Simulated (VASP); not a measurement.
# C (P6/mmm) in VASP: single point with PBEsol

Aim: the single point of C with PBEsol.

Everything below comes from runs of VASP 6.6.1. Logs are shortened: lines on timing, memory, paths and dates and some standing lists are left out, and cuts for length are marked.

## Step 1: The cell of the first run

The structure is hexagonal, space group P6/mmm (No. 191). The conventional cell has a = 2.448 Å, b = 2.448 Å, c = 3.345 Å, α = 90.00°, β = 90.00°, γ = 120.00°. Within 1.9 Å of C (site symmetry -6m2) lie 3 C at 1.41 Å.

## Step 2: Single point, PBEsol

INCAR

```
SYSTEM = C
PREC = Accurate ; ENCUT = 520
EDIFF = 1E-6 ; ISMEAR = 1
SIGMA = 0.1 ; LREAL = .FALSE.
LASPH = .TRUE. ; NELM = 100
ALGO = Normal ; ISIF = 2
LWAVE = .FALSE. ; LCHARG = .FALSE.
GGA = PS ; NBANDS = 11
```

KPOINTS

```
regular mesh
0
G
  12 12 3
  0 0 0
```

POSCAR

```
C
1.0
    2.4479510713      0.0000000000      0.0000000000
   -1.2239755357      2.1199878150      0.0000000000
    0.0000000000      0.0000000000      3.3452037779
C
2
Direct
    0.3333333333      0.6666666667      0.0000000000
    0.6666666667      0.3333333333      0.0000000000
```

Potentials or basis: VASP PAW PBE potentials, release 64 (C).

Launch:

```bash
> cat potpaw_PBE.64/C/POTCAR > POTCAR
> mpirun -np 1 vasp_std > vasp.out
```

OUTCAR:

```text
SYSTEM = C
   PREC = Accurate
   ENCUT = 520
   EDIFF = 1E-6
   ISMEAR = 1
   LREAL = .FALSE.
   LASPH = .TRUE.
   NELM = 100
   ISIF = 2
   GGA = PS

 ion  position               nearest neighbor table
   1  0.333  0.667  0.000-   2 1.41   2 1.41   2 1.41
   2  0.667  0.333  0.000-   1 1.41   1 1.41   1 1.41

  LATTYP: Found a hexagonal cell.
 ALAT       =     2.4479510713
 C/A-ratio  =     1.3665321244

  Lattice vectors:

 A1 = (   2.4479510713,   0.0000000000,   0.0000000000)
 A2 = (  -1.2239755357,   2.1199878150,   0.0000000000)
 A3 = (   0.0000000000,   0.0000000000,   3.3452037779)

Analysis of symmetry for initial positions (statically):
=====================================================================
 Subroutine PRICEL returns:
 Original cell was already a primitive cell.

 Routine SETGRP: Setting up the symmetry group for a
 hexagonal supercell.

 Subroutine GETGRP returns: Found 24 space group operations
 (whereof 24 operations were pure point group operations)
 out of a pool of 24 trial point group operations.

The static configuration has the point symmetry D_6h.

Analysis of symmetry for dynamics (positions and initial velocities):
=====================================================================
 Subroutine PRICEL returns:
 Original cell was already a primitive cell.

 Routine SETGRP: Setting up the symmetry group for a
 hexagonal supercell.

 Subroutine GETGRP returns: Found 24 space group operations
 (whereof 24 operations were pure point group operations)
 out of a pool of 24 trial point group operations.

The dynamic configuration has the point symmetry D_6h.

 Subroutine INISYM returns: Found 24 space group operations
 (whereof 24 operations are pure point group operations),
 and found     1 'primitive' translations

----------------------------------------------------------------------------------------

                                     Primitive cell

  volume of cell :      17.3604

  direct lattice vectors                    reciprocal lattice vectors
     2.447951071  0.000000000  0.000000000     0.408504897  0.235850412  0.000000000
    -1.223975536  2.119987815  0.000000000     0.000000000  0.471700824  0.000000000
     0.000000000  0.000000000  3.345203778     0.000000000  0.000000000  0.298935451

  length of vectors
     2.447951071  2.447951071  3.345203778     0.471700824  0.471700824  0.298935451

  position of ions in fractional coordinates (direct lattice)
     0.333333333  0.666666667  0.000000000
     0.666666667  0.333333333  0.000000000

  ion indices of the primitive-cell ions
   primitive index   ion index
                 1           1
                 2           2

----------------------------------------------------------------------------------------

 KPOINTS: regular mesh

Automatic generation of k-mesh.
 Grid dimensions read from file:
 generate k-points for:   12   12    3

 Generating k-lattice:

  Cartesian coordinates                     Fractional coordinates (reciprocal lattice)
     0.034042075  0.019654201  0.000000000     0.083333333  0.000000000  0.000000000
     0.000000000  0.039308402  0.000000000     0.000000000  0.083333333  0.000000000
     0.000000000  0.000000000  0.099645150     0.000000000  0.000000000  0.333333333

  Length of vectors
     0.039308402  0.039308402  0.099645150

  Shift w.r.t. Gamma in fractional coordinates (k-lattice)
     0.000000000  0.000000000  0.000000000

 Subroutine IBZKPT returns following result:
 ===========================================

 Found     38 irreducible k-points:

 Following reciprocal coordinates:
            Coordinates               Weight
  0.000000  0.000000  0.000000      1.000000
  0.083333  0.000000  0.000000      6.000000
  0.166667  0.000000  0.000000      6.000000
  0.250000  0.000000  0.000000      6.000000
  0.333333  0.000000  0.000000      6.000000
  0.416667  0.000000  0.000000      6.000000
[... 16 lines left out ...]
  0.250000  0.000000  0.333333     12.000000
  0.333333  0.000000  0.333333     12.000000
 [... further k-points ...]
   k-points           NKPTS =     38   k-points in BZ     NKDIM =     38   number of bands    NBANDS=     11
   number of dos      NEDOS =    301   number of ions     NIONS =      2
   total plane-waves  NPLWV =   9072
   dimension x,y,z NGX =    18 NGY =   18 NGZ =   28
   dimension x,y,z NGXF=    36 NGYF=   36 NGZF=   56
   ions per type =               2
   NGX,Y,Z   is equivalent  to a cutoff of  12.22, 12.22, 13.92 a.u.
   NGXF,Y,Z  is equivalent  to a cutoff of  24.45, 24.45, 27.83 a.u.
 SYSTEM =  C
   PREC   = accura    normal or accurate (medium, high low for compatibility)
   ISTART =      0    job   : 0-new  1-cont  2-samecut
   ICHARG =      2    charge: 1-file 2-atom 10-const
   ISPIN  =      1    spin polarized calculation?
   LNONCOLLINEAR =      F non collinear calculations
   LSORBIT =      F    spin-orbit coupling
   LASPH  =      T    aspherical Exc in radial PAW
   ENCUT  =  520.0 eV  38.22 Ry    6.18 a.u.   4.55  4.55  6.22*2*pi/ulx,y,z
   NELM   =    100;   NELMIN=  2; NELMDL= -5     # of ELM steps
   EDIFF  = 0.1E-05   stopping-criterion for ELM
   LREAL  =      F    real-space projection
   EDIFFG = 0.1E-04   stopping-criterion for IOM
   NSW    =      0    number of steps for IOM
   IBRION =     -1    ionic relax: 0-MD 1-quasi-New 2-CG
   NFREE  =      0    steps in history (QN), initial steepest desc. (CG)
   ISIF   =      2    stress and relaxation
   ISYM   =      2    0-nonsym 1-usesym 2-fastsym
   POTIM  = 0.5000    time-step for ionic-motion
   TEBEG  =    0.0;   TEEND  =   0.0 temperature during run
   PSTRESS=    0.0 pullay stress
   NELECT =       8.0000    total number of electrons
   NUPDOWN=      -1.0000    fix difference up-down
   EMIN   =  10.00;   EMAX   =-10.00  energy-range for DOS
   EFERMI =   0.00;   METHOD = LEGACY
   ISMEAR =     1;   SIGMA  =   0.10  broadening in eV -4-tet -1-fermi 0-gaus
   EFERMI_NEDOS =   21; number of points for ismear=-14 and -15
   IALGO  =     38    algorithm
   IMIX   =      4    mixing-type and parameters
     AMIX     =   0.40;   BMIX     =  1.00
     AMIX_MAG =   1.60;   BMIX_MAG =  1.00
  volume/ion in A,a.u.               =       8.68        58.58
  Fermi-wavevector in a.u.,A,eV,Ry     =   1.264499  2.389557 21.755152  1.598959
  Thomas-Fermi vector in A             =   2.397801
   LORBIT       =      0    0 simple, 1 ext, 2 COOP (PROOUT), +10 PAW based schemes
   GGA     = PS    functional components
   LHFCALC =     F    Hartree Fock is set to
   AEXX    =    0.0000 exact exchange contribution
   IVDW    =     0    specifies the selected vdW correction
   LEPSILON=     F    determine dielectric tensor
   LRPA    =     F    only Hartree local field effects (RPA)
 non-spin polarized calculation
 Methfessel and Paxton  Order N= 1 SIGMA  =   0.10
  energy-cutoff  :      520.00
  volume of cell :       17.36
 maximum number of plane-waves:       477
   NGX =  9   NGY =  9   NGZ = 13

 number of electron       7.9999997 magnetization

 Free energy of the ion-electron system (eV)
  ---------------------------------------------------
  ext. energy  EPLUGINS =         0.00000000
  ---------------------------------------------------
  free energy    TOTEN  =       -19.24599659 eV

  energy without entropy =      -19.24561869  energy(sigma->0) =      -19.24587062

 E-fermi :   4.4618     XC(G=0): -10.5879

 val. band max:        4.4307324382   @ k =   0.3333   0.3333   0.3333
 cond. band min:       5.5142774501   @ k =   0.3333   0.3333   0.0000
 fundamental gap:      1.0835450119
 Fermi energy:         4.4618282942

 k-point     1 :       0.0000    0.0000    0.0000
  band No.  band energies     occupation
      1     -15.0114      2.00000
      2      -1.9158      2.00000
      3       1.8025      2.00000
      4       1.8025      2.00000
      5       8.7664      0.00000
      6      13.1882      0.00000
      7      13.1882      0.00000
      8      16.7436      0.00000
      9      17.6890      0.00000
     10      26.8305      0.00000
     11      30.9253      0.00000

 k-point     2 :       0.0833    0.0000    0.0000
  band No.  band energies     occupation
      1     -14.8434      2.00000
      2      -1.7228      2.00000
      3       1.1396      2.00000
      4       1.4515      2.00000
      5       8.9684      0.00000
      6      13.2486      0.00000
      7      13.9038      0.00000
      8      16.2009      0.00000
      9      17.9632      0.00000
     10      27.3342      0.00000
     11      30.3536      0.00000

 k-point     3 :       0.1667    0.0000    0.0000
  band No.  band energies     occupation
      1     -14.3415      2.00000
      2      -1.1498      2.00000
      3      -0.5308      2.00000
      4       0.6330      2.00000
      5       9.5767      0.00000
      6      13.1873      0.00000
      7      14.7413      0.00000
      8      15.7954      0.00000
      9      18.8137      0.00000
     10      28.2732      0.00000
     11      28.6259      0.00000

 k-point     4 :       0.2500    0.0000    0.0000
  band No.  band energies     occupation
      1     -13.5113      2.00000
      2      -2.6733      2.00000
      3      -0.2719      2.00000
      4      -0.2183      2.00000
      5      10.5850      0.00000
      6      12.7211      0.00000
      7      12.9030      0.00000
      8      18.4071      0.00000
      9      19.8360      0.00000
     10      26.7259      0.00000
     11      27.5267      0.00000
[... 239 lines left out ...]
 k-point    22 :       0.1667    0.0000    0.3333
  band No.  band energies     occupation
      1     -14.1176      2.00000
      2      -2.7200      2.00000
      3      -0.4727      2.00000
      4       0.6675      2.00000
      5      13.2370      0.00000
      6      13.7746      0.00000
      7      14.2378      0.00000
      8      15.8680      0.00000
      9      19.2705      0.00000
     10      25.1901      0.00000
     11      27.9478      0.00000

 k-point    23 :       0.2500    0.0000    0.3333
  band No.  band energies     occupation
      1     -13.2982      2.00000
      2      -2.5907      2.00000
      3      -1.7347      2.00000
      4      -0.2337      2.00000
      5      11.8954      0.00000
      6      13.0552      0.00000
      7      14.6702      0.00000
      8      18.4750      0.00000
      9      20.6379      0.00000
     10      24.0129      0.00000
     11      27.3101      0.00000

 k-point    24 :       0.3333    0.0000    0.3333
  band No.  band energies     occupation
      1     -12.1660      2.00000
      2      -4.8170      2.00000
      3      -0.9835      2.00000
      4      -0.4142      2.00000
      5       9.4331      0.00000
      6      12.7631      0.00000
      7      15.7718      0.00000
      8      21.3258      0.00000
      9      21.3753      0.00000
     10      23.4023      0.00000
     11      26.4256      0.00000

 [... further k-points ...]

------------------------ aborting loop because EDIFF is reached ----------------------------------------

  FORCE on cell =-STRESS in cart. coord.  units (eV):
  Direction    XX          YY          ZZ          XY          YZ          ZX
  --------------------------------------------------------------------------------------
  -------------------------------------------------------------------------------------
  Total        0.6554727      0.6554727      0.5280357     -0.0000000     -0.0000000      0.0000000
  in kB       60.4931984     60.4931984     48.7321119     -0.0000000     -0.0000000      0.0000000
  external PRESSURE =      56.5728362 kB  Pullay stress =       0.0000000 kB

 VOLUME and BASIS-vectors are now :
 -----------------------------------------------------------------------------
  energy-cutoff  :      520.00
  volume of cell :       17.36
      direct lattice vectors                 reciprocal lattice vectors
     2.447951071  0.000000000  0.000000000     0.408504897  0.235850412  0.000000000
    -1.223975536  2.119987815  0.000000000     0.000000000  0.471700824  0.000000000
     0.000000000  0.000000000  3.345203778     0.000000000  0.000000000  0.298935451

 POSITION                                       TOTAL-FORCE (eV/Angst)
 -----------------------------------------------------------------------------------
     -0.00000      1.41333      0.00000        -0.000000      0.000000      0.000000
      1.22398      0.70666      0.00000         0.000000     -0.000000      0.000000
 -----------------------------------------------------------------------------------
    total drift:                                0.000000     -0.000000      0.000000

  FREE ENERGIE OF THE ION-ELECTRON SYSTEM (eV)
  ---------------------------------------------------
  free  energy   TOTEN  =       -19.2459965923 eV

  energy  without entropy=      -19.2456186874  energy(sigma->0) =      -19.24587062
```

Wall time 9.7 s (1 thread of AMD EPYC 7R43 (Zen 3), shared host); peak memory 0.08 GiB.

What came out:

```
Free energy            : -19.2460 eV
Pressure               : 5.7 GPa
Band gap on the k mesh : zero (band 4 reaches 5.51 eV, above the bottom of band 5 at 4.43 eV)
```

Levels at points of the mesh, in eV from the Fermi level:
```tsv
k point	band 2	band 3	band 4	band 5	band 6	band 7
(0.00, 0.00, 0.00)	-6.38	-2.66	-2.66	4.30	8.73	8.73
(0.50, 0.00, 0.00)	-13.13	-6.14	-1.30	2.97	7.69	11.38
```

Caveat: the k points lie up to 0.63 Å⁻¹ apart; the PAW data sets were made with another functional, which shifts forces and pressure a little; this functional lacks dispersion, which binds the layers, so the pressure and a relaxed spacing across them are unreliable.
